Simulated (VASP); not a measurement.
A run of VASP 6.6.1 is set up as follows.

INCAR

```
PREC = Accurate
ENCUT = 600
EDIFF = 1E-7
ISMEAR = -1
SIGMA = 0.1
LREAL = False
LASPH = True
NELM = 100
ALGO = Normal
ISIF = 3
LWAVE = False
LCHARG = False
GGA = PS
IBRION = 2
NSW = 60
EDIFFG = -0.005
PSTRESS = 400.0
```

File KPOINTS:

```
Automatic mesh
0
Gamma
  14 14 14
```

Contents of POSCAR:

```
TiSi
1.0
    2.9053560997      0.0000000000      0.0000000000
    0.0000000000      2.9053560997      0.0000000000
    0.0000000000      0.0000000000      2.9053560997
Ti Si
1 1
Direct
    0.0000000000      0.0000000000      0.0000000000
    0.5000000000      0.5000000000      0.5000000000
```

Potentials or basis: VASP PAW PBE potentials, release 64 (Ti_sv, Si).

The run is started by

```bash
$ cat potpaw_PBE.64/Ti_sv/POTCAR potpaw_PBE.64/Si/POTCAR > POTCAR
$ mpirun -np 1 vasp_std > vasp.out
```

Question: Estimate the band gap on the k mesh.

Answer: Zero (bands 8 and 9 overlap by 3.12 eV).

Question: Estimate the relaxed cell.

Answer: a = 2.880 Å, b = 2.880 Å, c = 2.880 Å, α = 90.00°, β = 90.00°, γ = 90.00°.

Question: What does it give for the relaxed volume?

Answer: 11.95 Å³/atom.

Final structure:
```yaml
crystal:
  lattice:
    - [2.88017, 0.00000, 0.00000]
    - [0.00000, 2.88017, 0.00000]
    - [0.00000, 0.00000, 2.88017]
  atoms:
    - { symbol: Ti, position: [0.00000, 0.00000, 0.00000] }
    - { symbol: Si, position: [0.50000, 0.50000, 0.50000] }
```

Caveat: the cell is relaxed towards a set pressure, so the run minimises the enthalpy, not the energy; the PAW data sets were made with another functional, which shifts forces and pressure a little.
